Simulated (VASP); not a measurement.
Input of a VASP 6.6.1 run:

File INCAR:

```
SYSTEM = Sn
PREC     = Accurate       ! precision mode
ENCUT    = 520            ! plane-wave cutoff, eV
EDIFF    = 1E-7           ! SCF threshold, eV
ISMEAR   = 0              ! smearing method
SIGMA    = 0.028000000000000004 ! smearing width, eV
LREAL    = .False.        ! projectors in reciprocal space
LASPH    = .True.         ! aspherical terms in the spheres
NELM     = 80             ! most SCF steps
ALGO     = Normal         ! electronic algorithm
ISIF     = 2              ! what is computed and relaxed
LWAVE    = .False.        ! write WAVECAR
LCHARG   = .True.         ! write CHGCAR
GGA      = PE             ! functional
LELF     = .True.         ! ELF
LVHAR    = .True.       
NBANDS   = 21             ! bands
```

KPOINTS

```
regular mesh
0
Gamma
  7 7 7
  0 0 0
```

The input POSCAR:

```
Sn
1.0
    0.0000000000      3.2333428000      3.2333428000
    3.2333428000      0.0000000000      3.2333428000
    3.2333428000      3.2333428000      0.0000000000
Sn
2
Direct
    0.7500000000      0.7500000000      0.7500000000
    0.5000000000      0.5000000000      0.5000000000
```

Potentials or basis: VASP PAW PBE potentials, release 64 (Sn_d).

The run is started by

```bash
$ cat potpaw_PBE.64/Sn_d/POTCAR > POTCAR
$ mpirun -np 1 vasp_std > vasp.out
```

Q: Predict the pressure.

A: 3.8 GPa.

Q: Predict the band gap on the k mesh.

A: Zero (band 14 reaches 5.84 eV, above the bottom of band 15 at 5.80 eV).

Caveat: spin-orbit coupling is left out, which moves the levels of the heavy elements.
